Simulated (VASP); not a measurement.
# CdS (o.bA) (F-43m) in VASP: single point with PBEsol

Aim: the single point of CdS (o.bA) with PBEsol.

Program: VASP 6.6.1. These are calculated values, not measurements. Logs are shortened: lines on timing, memory, paths and dates and some standing lists are left out, and cuts for length are marked.

## 1. The cell of the first run

The structure is cubic, space group F-43m (No. 216). Conventional cell: a = 5.825 Å, b = 5.825 Å, c = 5.825 Å, α = 90.00°, β = 90.00°, γ = 90.00°. Within 3.3 Å of Cd (site symmetry -43m) lie 4 S at 2.52 Å. Within 3.3 Å of S (site symmetry -43m) lie 4 Cd at 2.52 Å.

## 2. Single point, PBEsol

Contents of INCAR:

```
PREC = Accurate
ENCUT = 500
EDIFF = 1E-6
ISMEAR = 0
SIGMA = 0.02
LREAL = F
LASPH = T
NELM = 120
ALGO = Normal
ISIF = 2
LWAVE = F
LCHARG = F
GGA = PS
NBANDS = 16
GGA_COMPAT = F
```

Contents of KPOINTS:

```
regular mesh
0
Gamma
  8 8 8
```

Contents of POSCAR:

```
CdS
1.0
    0.0000000000      2.9125650538      2.9125650538
    2.9125650538      0.0000000000      2.9125650538
    2.9125650538      2.9125650538      0.0000000000
Cd S
1 1
Direct
    0.0000000000      0.0000000000      0.0000000000
    0.2500000000      0.2500000000      0.2500000000
```

Potentials or basis: VASP PAW PBE potentials, release 64 (Cd, S).

Run with:

```bash
$ cat potpaw_PBE.64/Cd/POTCAR potpaw_PBE.64/S/POTCAR > POTCAR
$ mpirun -np 1 vasp_std > vasp.out
```

OUTCAR:

```text
PREC = Accurate
   ENCUT = 500
   EDIFF = 1E-6
   ISMEAR = 0
   LREAL = F
   LASPH = T
   NELM = 120
   ISIF = 2
   GGA = PS

 ion  position               nearest neighbor table
   1  0.000  0.000  0.000-   2 2.52   2 2.52   2 2.52   2 2.52
   2  0.250  0.250  0.250-   1 2.52   1 2.52   1 2.52   1 2.52

  LATTYP: Found a face centered cubic cell.
 ALAT       =     5.8251301076

  Lattice vectors:

 A1 = (   0.0000000000,   2.9125650538,   2.9125650538)
 A2 = (   2.9125650538,   0.0000000000,   2.9125650538)
 A3 = (   2.9125650538,   2.9125650538,   0.0000000000)

Analysis of symmetry for initial positions (statically):
=====================================================================
 Subroutine PRICEL returns:
 Original cell was already a primitive cell.

 Routine SETGRP: Setting up the symmetry group for a
 face centered cubic supercell.

 Subroutine GETGRP returns: Found 24 space group operations
 (whereof 24 operations were pure point group operations)
 out of a pool of 48 trial point group operations.

The static configuration has the point symmetry T_d .

Analysis of symmetry for dynamics (positions and initial velocities):
=====================================================================
 Subroutine PRICEL returns:
 Original cell was already a primitive cell.

 Routine SETGRP: Setting up the symmetry group for a
 face centered cubic supercell.

 Subroutine GETGRP returns: Found 24 space group operations
 (whereof 24 operations were pure point group operations)
 out of a pool of 48 trial point group operations.

The dynamic configuration has the point symmetry T_d .

 Subroutine INISYM returns: Found 24 space group operations
 (whereof 24 operations are pure point group operations),
 and found     1 'primitive' translations

----------------------------------------------------------------------------------------

                                     Primitive cell

  volume of cell :      49.4148

  direct lattice vectors                    reciprocal lattice vectors
     0.000000000  2.912565054  2.912565054    -0.171669985  0.171669985  0.171669985
     2.912565054  0.000000000  2.912565054     0.171669985 -0.171669985  0.171669985
     2.912565054  2.912565054  0.000000000     0.171669985  0.171669985 -0.171669985

  length of vectors
     4.118989000  4.118989000  4.118989000     0.297341137  0.297341137  0.297341137

  position of ions in fractional coordinates (direct lattice)
     0.000000000  0.000000000  0.000000000
     0.250000000  0.250000000  0.250000000

  ion indices of the primitive-cell ions
   primitive index   ion index
                 1           1
                 2           2

----------------------------------------------------------------------------------------

 KPOINTS: regular mesh

Automatic generation of k-mesh.
 Grid dimensions read from file:
 generate k-points for:    8    8    8

 Generating k-lattice:

  Cartesian coordinates                     Fractional coordinates (reciprocal lattice)
    -0.021458748  0.021458748  0.021458748     0.125000000  0.000000000  0.000000000
     0.021458748 -0.021458748  0.021458748     0.000000000  0.125000000  0.000000000
     0.021458748  0.021458748 -0.021458748     0.000000000  0.000000000  0.125000000

  Length of vectors
     0.037167642  0.037167642  0.037167642

  Shift w.r.t. Gamma in fractional coordinates (k-lattice)
     0.000000000  0.000000000  0.000000000

 Subroutine IBZKPT returns following result:
 ===========================================

 Found     29 irreducible k-points:

 Following reciprocal coordinates:
            Coordinates               Weight
  0.000000  0.000000  0.000000      1.000000
  0.125000  0.000000  0.000000      8.000000
  0.250000  0.000000  0.000000      8.000000
  0.375000  0.000000  0.000000      8.000000
  0.500000  0.000000  0.000000      4.000000
  0.125000  0.125000  0.000000      6.000000
[... 16 lines left out ...]
  0.500000  0.250000  0.125000     48.000000
 -0.375000  0.250000  0.125000     24.000000
 [... further k-points ...]
   k-points           NKPTS =     29   k-points in BZ     NKDIM =     29   number of bands    NBANDS=     16
   number of dos      NEDOS =    301   number of ions     NIONS =      2
   total plane-waves  NPLWV =  27000
   dimension x,y,z NGX =    30 NGY =   30 NGZ =   30
   dimension x,y,z NGXF=    60 NGYF=   60 NGZF=   60
   ions per type =               1   1
   NGX,Y,Z   is equivalent  to a cutoff of  12.11, 12.11, 12.11 a.u.
   NGXF,Y,Z  is equivalent  to a cutoff of  24.22, 24.22, 24.22 a.u.
 SYSTEM =  unknown system
   PREC   = accura    normal or accurate (medium, high low for compatibility)
   ISTART =      0    job   : 0-new  1-cont  2-samecut
   ICHARG =      2    charge: 1-file 2-atom 10-const
   ISPIN  =      1    spin polarized calculation?
   LNONCOLLINEAR =      F non collinear calculations
   LSORBIT =      F    spin-orbit coupling
   LASPH  =      T    aspherical Exc in radial PAW
   ENCUT  =  500.0 eV  36.75 Ry    6.06 a.u.   7.51  7.51  7.51*2*pi/ulx,y,z
   NELM   =    120;   NELMIN=  2; NELMDL= -5     # of ELM steps
   EDIFF  = 0.1E-05   stopping-criterion for ELM
   LREAL  =      F    real-space projection
   EDIFFG = 0.1E-04   stopping-criterion for IOM
   NSW    =      0    number of steps for IOM
   IBRION =     -1    ionic relax: 0-MD 1-quasi-New 2-CG
   NFREE  =      0    steps in history (QN), initial steepest desc. (CG)
   ISIF   =      2    stress and relaxation
   ISYM   =      2    0-nonsym 1-usesym 2-fastsym
   POTIM  = 0.5000    time-step for ionic-motion
   TEBEG  =    0.0;   TEEND  =   0.0 temperature during run
   PSTRESS=    0.0 pullay stress
   NELECT =      18.0000    total number of electrons
   NUPDOWN=      -1.0000    fix difference up-down
   EMIN   =  10.00;   EMAX   =-10.00  energy-range for DOS
   EFERMI =   0.00;   METHOD = LEGACY
   ISMEAR =     0;   SIGMA  =   0.02  broadening in eV -4-tet -1-fermi 0-gaus
   EFERMI_NEDOS =   21; number of points for ismear=-14 and -15
   IALGO  =     38    algorithm
   IMIX   =      4    mixing-type and parameters
     AMIX     =   0.40;   BMIX     =  1.00
     AMIX_MAG =   1.60;   BMIX_MAG =  1.00
  volume/ion in A,a.u.               =      24.71       166.73
  Fermi-wavevector in a.u.,A,eV,Ry     =   1.169176  2.209423 18.598802  1.366973
  Thomas-Fermi vector in A             =   2.305653
   LORBIT       =      0    0 simple, 1 ext, 2 COOP (PROOUT), +10 PAW based schemes
   GGA     = PS    functional components
   LHFCALC =     F    Hartree Fock is set to
   AEXX    =    0.0000 exact exchange contribution
   IVDW    =     0    specifies the selected vdW correction
   LEPSILON=     F    determine dielectric tensor
   LRPA    =     F    only Hartree local field effects (RPA)
 non-spin polarized calculation
 Gauss-broadening in eV      SIGMA  =   0.02
  energy-cutoff  :      500.00
  volume of cell :       49.41
 maximum number of plane-waves:      1283
   NGX = 15   NGY = 15   NGZ = 15

 number of electron      18.0000004 magnetization

 Free energy of the ion-electron system (eV)
  ---------------------------------------------------
  ext. energy  EPLUGINS =         0.00000000
  ---------------------------------------------------
  free energy    TOTEN  =        -6.81308365 eV

  energy without entropy =       -6.81308365  energy(sigma->0) =       -6.81308365

 E-fermi :   1.4064     XC(G=0):  -9.3973

 val. band max:        1.2471958542   @ k =   0.0000   0.0000   0.0000
 cond. band min:       2.2635184300   @ k =   0.0000   0.0000   0.0000
 fundamental gap:      1.0163225758
 Fermi energy:         1.4063644909

 k-point     1 :       0.0000    0.0000    0.0000
  band No.  band energies     occupation
      1     -11.1628      2.00000
      2      -6.4975      2.00000
      3      -6.4975      2.00000
      4      -6.4975      2.00000
      5      -6.0037      2.00000
      6      -6.0037      2.00000
[... 8 lines left out ...]
     15      12.6991      0.00000
     16      12.6991      0.00000

 k-point     2 :       0.1250    0.0000    0.0000
  band No.  band energies     occupation
      1     -11.0984      2.00000
      2      -6.4744      2.00000
      3      -6.4744      2.00000
      4      -6.4450      2.00000
      5      -6.0049      2.00000
      6      -6.0049      2.00000
[... 8 lines left out ...]
     15      12.0609      0.00000
     16      13.0546      0.00000

 k-point     3 :       0.2500    0.0000    0.0000
  band No.  band energies     occupation
      1     -10.9418      2.00000
      2      -6.4245      2.00000
      3      -6.4245      2.00000
      4      -6.2530      2.00000
      5      -5.9996      2.00000
      6      -5.9996      2.00000
[... 8 lines left out ...]
     15      11.8143      0.00000
     16      12.3706      0.00000

 k-point     4 :       0.3750    0.0000    0.0000
  band No.  band energies     occupation
      1     -10.7849      2.00000
      2      -6.3861      2.00000
      3      -6.3861      2.00000
      4      -5.9791      2.00000
      5      -5.9791      2.00000
      6      -5.8902      2.00000
[... 8 lines left out ...]
     15      12.6851      0.00000
     16      12.6851      0.00000

 k-point     5 :       0.5000    0.0000    0.0000
  band No.  band energies     occupation
      1     -10.7204      2.00000
      2      -6.3744      2.00000
      3      -6.3744      2.00000
      4      -5.9652      2.00000
      5      -5.9652      2.00000
      6      -5.6192      2.00000
[... 8 lines left out ...]
     15      13.7616      0.00000
     16      13.7616      0.00000

 k-point     6 :       0.1250    0.1250    0.0000
  band No.  band energies     occupation
      1     -11.0771      2.00000
      2      -6.4562      2.00000
      3      -6.4524      2.00000
      4      -6.4524      2.00000
      5      -6.0206      2.00000
      6      -5.9906      2.00000
[... 8 lines left out ...]
     15      12.8010      0.00000
     16      13.7224      0.00000
[... 267 lines left out ...]
 k-point    21 :       0.5000    0.5000    0.0000
  band No.  band energies     occupation
      1     -10.5839      2.00000
      2      -6.2852      2.00000
      3      -6.1392      2.00000
      4      -6.1392      2.00000
      5      -5.9138      2.00000
      6      -5.5559      2.00000
[... 8 lines left out ...]
     15      13.5986      0.00000
     16      14.7097      0.00000

 k-point    22 :       0.3750    0.2500    0.1250
  band No.  band energies     occupation
      1     -10.8268      2.00000
      2      -6.3721      2.00000
      3      -6.3447      2.00000
      4      -6.1836      2.00000
      5      -5.9987      2.00000
      6      -5.9433      2.00000
[... 8 lines left out ...]
     15      13.2106      0.00000
     16      14.9868      0.00000

 k-point    23 :       0.5000    0.2500    0.1250
  band No.  band energies     occupation
      1     -10.7034      2.00000
      2      -6.3354      2.00000
      3      -6.3082      2.00000
      4      -6.0750      2.00000
      5      -5.9697      2.00000
      6      -5.7137      2.00000
[... 8 lines left out ...]
     15      13.9846      0.00000
     16      14.2988      0.00000

 k-point    24 :      -0.3750    0.2500    0.1250
  band No.  band energies     occupation
      1     -10.6531      2.00000
      2      -6.3309      2.00000
      3      -6.2907      2.00000
      4      -6.0322      2.00000
      5      -5.9768      2.00000
      6      -5.5018      2.00000
[... 8 lines left out ...]
     15      13.4440      0.00000
     16      14.3797      0.00000

 [... further k-points ...]
[... 5 lines left out ...]
  --------------------------------------------------------------------------------------
  -------------------------------------------------------------------------------------
  Total        0.1106601      0.1106601      0.1106601      0.0000000      0.0000000     -0.0000000
  in kB        3.5879370      3.5879370      3.5879370      0.0000000      0.0000000     -0.0000000
  external PRESSURE =       3.5879370 kB  Pullay stress =       0.0000000 kB

 VOLUME and BASIS-vectors are now :
 -----------------------------------------------------------------------------
  energy-cutoff  :      500.00
  volume of cell :       49.41
      direct lattice vectors                 reciprocal lattice vectors
     0.000000000  2.912565054  2.912565054    -0.171669985  0.171669985  0.171669985
     2.912565054  0.000000000  2.912565054     0.171669985 -0.171669985  0.171669985
     2.912565054  2.912565054  0.000000000     0.171669985  0.171669985 -0.171669985

 POSITION                                       TOTAL-FORCE (eV/Angst)
 -----------------------------------------------------------------------------------
      0.00000      0.00000      0.00000        -0.000000     -0.000000     -0.000000
      1.45628      1.45628      1.45628         0.000000      0.000000      0.000000
 -----------------------------------------------------------------------------------
    total drift:                               -0.000000     -0.000000     -0.000000

  FREE ENERGIE OF THE ION-ELECTRON SYSTEM (eV)
  ---------------------------------------------------
  free  energy   TOTEN  =        -6.8130836461 eV

  energy  without entropy=       -6.8130836461  energy(sigma->0) =       -6.81308365
```

Wall time 9.9 s (1 thread of Intel Xeon 6975P-C (Granite Rapids), shared host); peak memory 0.17 GiB.

Results:

```yaml
Free_energy: -6.8131 eV
Pressure: 0.4 GPa
Band_gap_on_the_k_mesh: 1.02 eV, direct
```

Levels at points of the mesh, in eV from the valence-band top:
| k point | band 7 | band 8 | band 9 | band 10 | band 11 | band 12 |
| --- | --- | --- | --- | --- | --- | --- |
| (0.00, 0.00, 0.00) | 0.00 | 0.00 | 0.00 | 1.02 | 6.44 | 6.44 |
| (0.50, 0.00, 0.00) | -4.51 | -0.77 | -0.77 | 2.90 | 6.91 | 6.91 |
| (0.50, 0.50, 0.00) | -4.03 | -1.93 | -1.93 | 3.38 | 4.25 | 9.09 |

Caveat: the PAW data sets were made with another functional, which shifts forces and pressure a little.
